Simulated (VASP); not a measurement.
# TiB2 (P6/mmm) in VASP: single point with LDA

Aim: the single point of TiB2 with LDA.

All numbers are computed with VASP 6.6.1; they aren't measurements. Logs are shortened: lines on timing, memory, paths and dates and some standing lists are left out, and cuts for length are marked.

## 1. The cell of the first run

It takes space group P6/mmm (No. 191, hexagonal). Conventional cell: a = 3.029 Å, b = 3.029 Å, c = 3.228 Å, α = 90.00°, β = 90.00°, γ = 120.00°. Within 3.1 Å of Ti (site symmetry 6/mmm) lie 12 B at 2.38 Å and 6 Ti at 3.03 Å. B (site symmetry -6m2) has 3 B at 1.75 Å within 2.3 Å.

## 2. Single point, LDA

INCAR reads:

```
SYSTEM = TiB2
PREC     = Accurate       ! precision mode
ENCUT    = 500            ! plane-wave cutoff, eV
EDIFF    = 1E-6           ! SCF threshold, eV
ISMEAR   = -1             ! smearing method
SIGMA    = 0.01           ! smearing width, eV
LREAL    = .FALSE.        ! projectors in reciprocal space
LASPH    = .TRUE.         ! aspherical terms in the spheres
NELM     = 120            ! most SCF steps
ALGO     = Normal         ! electronic algorithm
ISIF     = 2              ! what is computed and relaxed
LWAVE    = .FALSE.        ! write WAVECAR
LCHARG   = .FALSE.        ! write CHGCAR
GGA      = CA             ! functional
NBANDS   = 16             ! bands
GGA_COMPAT= .FALSE.
```

KPOINTS reads:

```
Automatic mesh
0
G
  5 5 4
  0 0 0
```

POSCAR reads:

```
TiB2
1.0
    3.0292000000      0.0000000000      0.0000000000
   -1.5146000000      2.6233640000      0.0000000000
    0.0000000000      0.0000000000      3.2284000000
Ti B
1 2
Direct
    0.0000000000      0.0000000000      0.0000000000
    0.3333333333      0.6666666667      0.5000000000
    0.6666666667      0.3333333333      0.5000000000
```

Potentials or basis: VASP PAW LDA potentials, release 64 (Ti_sv, B).

Command:

```console
> cat potpaw_LDA.64/Ti_sv/POTCAR potpaw_LDA.64/B/POTCAR > POTCAR
> mpirun -np 1 vasp_std > vasp.out
```

OUTCAR:

```text
SYSTEM = TiB2
   PREC = Accurate
   ENCUT = 500
   EDIFF = 1E-6
   ISMEAR = -1
   LREAL = .FALSE.
   LASPH = .TRUE.
   NELM = 120
   ISIF = 2
   GGA = CA

 ion  position               nearest neighbor table
   1  0.000  0.000  0.000-   2 2.38   2 2.38   3 2.38   3 2.38   2 2.38   3 2.38   2 2.38   3 2.38
                             3 2.38   3 2.38   2 2.38   2 2.38
   2  0.333  0.667  0.500-   3 1.75   3 1.75   3 1.75   1 2.38   1 2.38   1 2.38   1 2.38   1 2.38
                             1 2.38
   3  0.667  0.333  0.500-   2 1.75   2 1.75   2 1.75   1 2.38   1 2.38   1 2.38   1 2.38   1 2.38
                             1 2.38

  LATTYP: Found a hexagonal cell.
 ALAT       =     3.0292000000
 C/A-ratio  =     1.0657599366

  Lattice vectors:

 A1 = (   3.0292000000,   0.0000000000,   0.0000000000)
 A2 = (  -1.5146000000,   2.6233640000,   0.0000000000)
 A3 = (   0.0000000000,   0.0000000000,   3.2284000000)

Analysis of symmetry for initial positions (statically):
=====================================================================
 Subroutine PRICEL returns:
 Original cell was already a primitive cell.

 Routine SETGRP: Setting up the symmetry group for a
 hexagonal supercell.

 Subroutine GETGRP returns: Found 24 space group operations
 (whereof 24 operations were pure point group operations)
 out of a pool of 24 trial point group operations.

The static configuration has the point symmetry D_6h.

Analysis of symmetry for dynamics (positions and initial velocities):
=====================================================================
 Subroutine PRICEL returns:
 Original cell was already a primitive cell.

 Routine SETGRP: Setting up the symmetry group for a
 hexagonal supercell.

 Subroutine GETGRP returns: Found 24 space group operations
 (whereof 24 operations were pure point group operations)
 out of a pool of 24 trial point group operations.

The dynamic configuration has the point symmetry D_6h.

 Subroutine INISYM returns: Found 24 space group operations
 (whereof 24 operations are pure point group operations),
 and found     1 'primitive' translations

----------------------------------------------------------------------------------------

                                     Primitive cell

  volume of cell :      25.6551

  direct lattice vectors                    reciprocal lattice vectors
     3.029200000  0.000000000  0.000000000     0.330120164  0.190594977  0.000000000
    -1.514600000  2.623364000  0.000000000     0.000000000  0.381189953  0.000000000
     0.000000000  0.000000000  3.228400000     0.000000000  0.000000000  0.309750960

  length of vectors
     3.029200000  3.029199867  3.228400000     0.381189936  0.381189953  0.309750960

  position of ions in fractional coordinates (direct lattice)
     0.000000000  0.000000000  0.000000000
     0.333333333  0.666666667  0.500000000
     0.666666667  0.333333333  0.500000000

  ion indices of the primitive-cell ions
   primitive index   ion index
                 1           1
                 2           2
                 3           3

----------------------------------------------------------------------------------------

 KPOINTS: Automatic mesh

Automatic generation of k-mesh.
 Grid dimensions read from file:
 generate k-points for:    5    5    4

 Generating k-lattice:

  Cartesian coordinates                     Fractional coordinates (reciprocal lattice)
     0.066024033  0.038118995  0.000000000     0.200000000  0.000000000  0.000000000
     0.000000000  0.076237991  0.000000000     0.000000000  0.200000000  0.000000000
     0.000000000  0.000000000  0.077437740     0.000000000  0.000000000  0.250000000

  Length of vectors
     0.076237987  0.076237991  0.077437740

  Shift w.r.t. Gamma in fractional coordinates (k-lattice)
     0.000000000  0.000000000  0.000000000

 Subroutine IBZKPT returns following result:
 ===========================================

 Found     15 irreducible k-points:

 Following reciprocal coordinates:
            Coordinates               Weight
  0.000000  0.000000  0.000000      1.000000
  0.200000  0.000000  0.000000      6.000000
  0.400000  0.000000  0.000000      6.000000
  0.200000  0.200000  0.000000      6.000000
  0.400000  0.200000  0.000000      6.000000
  0.000000  0.000000  0.250000      2.000000
  0.200000  0.000000  0.250000     12.000000
  0.400000  0.000000  0.250000     12.000000
  0.200000  0.200000  0.250000     12.000000
  0.400000  0.200000  0.250000     12.000000
  0.000000  0.000000  0.500000      1.000000
  0.200000  0.000000  0.500000      6.000000
  0.400000  0.000000  0.500000      6.000000
  0.200000  0.200000  0.500000      6.000000
  0.400000  0.200000  0.500000      6.000000
   k-points           NKPTS =     15   k-points in BZ     NKDIM =     15   number of bands    NBANDS=     16
   number of dos      NEDOS =    301   number of ions     NIONS =      3
   total plane-waves  NPLWV =  13824
   dimension x,y,z NGX =    24 NGY =   24 NGZ =   24
   dimension x,y,z NGXF=    48 NGYF=   48 NGZF=   48
   ions per type =               1   2
   NGX,Y,Z   is equivalent  to a cutoff of  13.17, 13.17, 12.36 a.u.
   NGXF,Y,Z  is equivalent  to a cutoff of  26.34, 26.34, 24.72 a.u.
 SYSTEM =  TiB2
   PREC   = accura    normal or accurate (medium, high low for compatibility)
   ISTART =      0    job   : 0-new  1-cont  2-samecut
   ICHARG =      2    charge: 1-file 2-atom 10-const
   ISPIN  =      1    spin polarized calculation?
   LNONCOLLINEAR =      F non collinear calculations
   LSORBIT =      F    spin-orbit coupling
   LASPH  =      T    aspherical Exc in radial PAW
   ENCUT  =  500.0 eV  36.75 Ry    6.06 a.u.   5.52  5.52  5.89*2*pi/ulx,y,z
   NELM   =    120;   NELMIN=  2; NELMDL= -5     # of ELM steps
   EDIFF  = 0.1E-05   stopping-criterion for ELM
   LREAL  =      F    real-space projection
   EDIFFG = 0.1E-04   stopping-criterion for IOM
   NSW    =      0    number of steps for IOM
   IBRION =     -1    ionic relax: 0-MD 1-quasi-New 2-CG
   NFREE  =      0    steps in history (QN), initial steepest desc. (CG)
   ISIF   =      2    stress and relaxation
   ISYM   =      2    0-nonsym 1-usesym 2-fastsym
   POTIM  = 0.5000    time-step for ionic-motion
   TEBEG  =    0.0;   TEEND  =   0.0 temperature during run
   PSTRESS=    0.0 pullay stress
   NELECT =      18.0000    total number of electrons
   NUPDOWN=      -1.0000    fix difference up-down
   EMIN   =  10.00;   EMAX   =-10.00  energy-range for DOS
   EFERMI =   0.00;   METHOD = LEGACY
   ISMEAR =    -1;   SIGMA  =   0.01  broadening in eV -4-tet -1-fermi 0-gaus
   EFERMI_NEDOS =   21; number of points for ismear=-14 and -15
   IALGO  =     38    algorithm
   IMIX   =      4    mixing-type and parameters
     AMIX     =   0.40;   BMIX     =  1.00
     AMIX_MAG =   1.60;   BMIX_MAG =  1.00
  volume/ion in A,a.u.               =       8.55        57.71
  Fermi-wavevector in a.u.,A,eV,Ry     =   1.454703  2.748990 28.792123  2.116161
  Thomas-Fermi vector in A             =   2.571823
   LORBIT       =      0    0 simple, 1 ext, 2 COOP (PROOUT), +10 PAW based schemes
   GGA     = CA    functional components
   LHFCALC =     F    Hartree Fock is set to
   AEXX    =    0.0000 exact exchange contribution
   IVDW    =     0    specifies the selected vdW correction
   LEPSILON=     F    determine dielectric tensor
   LRPA    =     F    only Hartree local field effects (RPA)
 non-spin polarized calculation
  energy-cutoff  :      500.00
  volume of cell :       25.66
 maximum number of plane-waves:       666
 NGX is ok and might be reduce to    24
   NGX = 11   NGY = 11   NGZ = 11

 number of electron      18.0000002 magnetization

 Free energy of the ion-electron system (eV)
  ---------------------------------------------------
  ext. energy  EPLUGINS =         0.00000000
  ---------------------------------------------------
  free energy    TOTEN  =       -26.85773024 eV

  energy without entropy =      -26.85718952  energy(sigma->0) =      -26.85745988

 E-fermi :   9.8523     XC(G=0): -12.9517

 val. band max:        9.7348869626   @ k =   0.0000   0.0000   0.5000
 cond. band min:       9.8684215175   @ k =   0.4000   0.2000   0.0000
 fundamental gap:      0.1335345549
 Fermi energy:         9.8523273288

 k-point     1 :       0.0000    0.0000    0.0000
  band No.  band energies     occupation
      1     -46.3354      2.00000
      2     -23.0690      2.00000
      3     -22.7572      2.00000
      4     -22.7572      2.00000
      5      -3.3674      2.00000
      6       7.3350      2.00000
[... 8 lines left out ...]
     15      15.7316      0.00000
     16      17.0312      0.00000

 k-point     2 :       0.2000    0.0000    0.0000
  band No.  band energies     occupation
      1     -46.3154      2.00000
      2     -23.0443      2.00000
      3     -22.9045      2.00000
      4     -22.7908      2.00000
      5      -2.6194      2.00000
      6       5.5307      2.00000
[... 8 lines left out ...]
     15      17.7425      0.00000
     16      18.8892      0.00000

 k-point     3 :       0.4000    0.0000    0.0000
  band No.  band energies     occupation
      1     -46.2830      2.00000
      2     -23.1363      2.00000
      3     -23.0042      2.00000
      4     -22.8447      2.00000
      5      -0.5849      2.00000
      6       2.3326      2.00000
[... 8 lines left out ...]
     15      17.4506      0.00000
     16      18.5492      0.00000

 k-point     4 :       0.2000    0.2000    0.0000
  band No.  band energies     occupation
      1     -46.2893      2.00000
      2     -23.0546      2.00000
      3     -23.0119      2.00000
      4     -22.8737      2.00000
      5      -1.2252      2.00000
      6       3.8610      2.00000
[... 8 lines left out ...]
     15      18.4445      0.00000
     16      19.6504      0.00000
[... 153 lines left out ...]
 k-point    13 :       0.4000    0.0000    0.5000
  band No.  band energies     occupation
      1     -46.2681      2.00000
      2     -23.1874      2.00000
      3     -23.1048      2.00000
      4     -22.8225      2.00000
      5      -0.0247      2.00000
      6       3.1557      2.00000
[... 8 lines left out ...]
     15      16.1449      0.00000
     16      21.9101      0.00000

 k-point    14 :       0.2000    0.2000    0.5000
  band No.  band energies     occupation
      1     -46.2743      2.00000
      2     -23.1979      2.00000
      3     -23.0259      2.00000
      4     -22.8509      2.00000
      5      -0.3159      2.00000
      6       4.0481      2.00000
[... 8 lines left out ...]
     15      18.5181      0.00000
     16      19.9924      0.00000

 k-point    15 :       0.4000    0.2000    0.5000
  band No.  band energies     occupation
      1     -46.2583      2.00000
      2     -23.1706      2.00000
      3     -23.0933      2.00000
      4     -22.9199      2.00000
      5       0.7645      2.00000
      6       2.2329      2.00000
[... 8 lines left out ...]
     15      17.8570      0.00000
     16      18.3139      0.00000

------------------------ aborting loop because EDIFF is reached ----------------------------------------

  FORCE on cell =-STRESS in cart. coord.  units (eV):
  Direction    XX          YY          ZZ          XY          YZ          ZX
  --------------------------------------------------------------------------------------
  -------------------------------------------------------------------------------------
  Total       -1.4732686     -1.4732685     -2.1049113      0.0000000     -0.0000000      0.0000000
  in kB      -92.0065373    -92.0065266   -131.4530113      0.0000000     -0.0000000      0.0000000
  external PRESSURE =    -105.1553584 kB  Pullay stress =       0.0000000 kB

 VOLUME and BASIS-vectors are now :
 -----------------------------------------------------------------------------
  energy-cutoff  :      500.00
  volume of cell :       25.66
      direct lattice vectors                 reciprocal lattice vectors
     3.029200000  0.000000000  0.000000000     0.330120164  0.190594977  0.000000000
    -1.514600000  2.623364000  0.000000000     0.000000000  0.381189953  0.000000000
     0.000000000  0.000000000  3.228400000     0.000000000  0.000000000  0.309750960

 POSITION                                       TOTAL-FORCE (eV/Angst)
 -----------------------------------------------------------------------------------
      0.00000      0.00000      0.00000         0.000000      0.000000      0.000000
     -0.00000      1.74891      1.61420        -0.000000     -0.000000      0.000000
      1.51460      0.87445      1.61420         0.000000      0.000000      0.000000
 -----------------------------------------------------------------------------------
    total drift:                               -0.000000      0.000000      0.000000

  FREE ENERGIE OF THE ION-ELECTRON SYSTEM (eV)
  ---------------------------------------------------
  free  energy   TOTEN  =       -26.8577302388 eV

  energy  without entropy=      -26.8571895198  energy(sigma->0) =      -26.85745988
```

Run time: 7 s. Hardware: 1 thread of Intel Xeon Platinum 8259CL at 2.50GHz (Skylake/Cascade Lake), shared host; peak memory 0.12 GiB.

What came out:

- Free energy: -26.8577 eV
- Pressure: -10.5 GPa
- Band gap on the k mesh: zero (band 9 reaches 10.29 eV, above the bottom of band 10 at 9.73 eV)

Stress tensor (GPa, compression positive):
```
 -9.20   0.00   0.00
  0.00  -9.20   0.00
  0.00   0.00 -13.15
```

Caveat: the k points lie up to 0.49 Å⁻¹ apart.
